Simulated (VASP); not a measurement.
Write the native input for VASP 6.6.1 that does the following.

| Quantity | Value |
| --- | --- |
| Task | single point |
| Functional | PBE |
| Potentials or basis | VASP PAW PBE potentials, release 64 (B, N) |
| Cutoff | 520 eV |
| k mesh | 12 × 12 × 6 |
| Occupations | gaussian, width 0.01 eV |
| Spin | no spin polarisation |
| Dipole correction | no |
| Further INCAR settings | ALGO = Normal; EDIFF = 1e-07; NBANDS = 16 |

The structure of BN lies in POSCAR:

```
BN
1.0
    2.4913353509      0.0000000000      0.0000000000
   -1.2456676755      2.1575597032      0.0000000000
    0.0000000000      0.0000000000      4.0010591815
B N
2 2
Direct
    0.0000000000      0.0000000000      0.0000000000
    0.0000000000      0.0000000000      0.5000000000
    0.3333333333      0.6666666667      0.2500000000
    0.6666666667      0.3333333333      0.7500000000
```

The input as run:

INCAR

```
SYSTEM = BN
ALGO = Normal
EDIFF = 1E-7
ENCUT = 520
GGA = PE
ISIF = 2
ISMEAR = 0
LASPH = .True.
LCHARG = .True.
LELF = .True.
LREAL = .False.
LVHAR = .True.
LWAVE = .False.
NBANDS = 16
NELM = 80
PREC = Accurate
SIGMA = 0.01
```

KPOINTS

```
k-points
0
Gamma
  12 12 6
  0 0 0
```

Potentials or basis: VASP PAW PBE potentials, release 64 (B, N).

The run is started by

```sh
$ cat potpaw_PBE.64/B/POTCAR potpaw_PBE.64/N/POTCAR > POTCAR
$ mpirun -np 1 vasp_std > vasp.out
```

It gave:

```
Pressure               : 4.5 GPa
Band gap on the k mesh : 1.58 eV, indirect (least direct gap 5.23 eV)
```

It took 14 s on 1 thread of AMD EPYC 9R45 96-Core Processor (Zen 5), with other jobs on the host, peak memory 0.11 GiB.
